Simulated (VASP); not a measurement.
A run of VASP 6.6.1:

File POSCAR:

```
Al2Cu
1.0
    4.0880282815      0.0000000000      0.0000000000
    0.0000000000      4.0880282815      0.0000000000
    0.0000000000      0.0000000000      2.8513253939
Al Cu
2 1
Direct
    0.5000000000      0.0000000000      0.5000000000
    0.0000000000      0.5000000000      0.5000000000
    0.0000000000      0.0000000000      0.0000000000
```

INCAR.step1

```
PREC = Accurate ; ENCUT = 520
ISMEAR = 0 ; SIGMA = 0.15
LREAL = False ; LASPH = True
NELM = 100 ; NBANDS = 16
GGA = PE ; ALGO = Normal
EDIFF = 1E-4 ; LWAVE = True
LCHARG = False
```

Contents of INCAR.step2:

```
PREC = Accurate ; ENCUT = 520
EDIFF = 1E-6 ; ISMEAR = 0
SIGMA = 0.15 ; LREAL = False
LASPH = True ; NELM = 100
ALGO = Normal ; ISIF = 2
LWAVE = False ; LCHARG = False
METAGGA = R2SCAN ; LMIXTAU = True
NBANDS = 16 ; ISTART = 1
```

File KPOINTS:

```
Automatic mesh
0
Gamma
  12 12 16
```

Potentials or basis: VASP PAW PBE potentials, release 64 (Al, Cu).

The run is started by

```bash
$ cat potpaw_PBE.64/Al/POTCAR potpaw_PBE.64/Cu/POTCAR > POTCAR
$ cp INCAR.step1 INCAR
$ mpirun -np 1 vasp_std > vasp.out
$ cp INCAR.step2 INCAR
$ mpirun -np 1 vasp_std > vasp.out
```

Hardware: 1 thread of Intel Xeon 8259CL (shared host).

**Question.** How long does it take, and how much memory?

**Answer.** It took 11 min on 1 thread of Intel Xeon 8259CL (shared host), peak memory 0.31 GiB. Counts: k points 252.
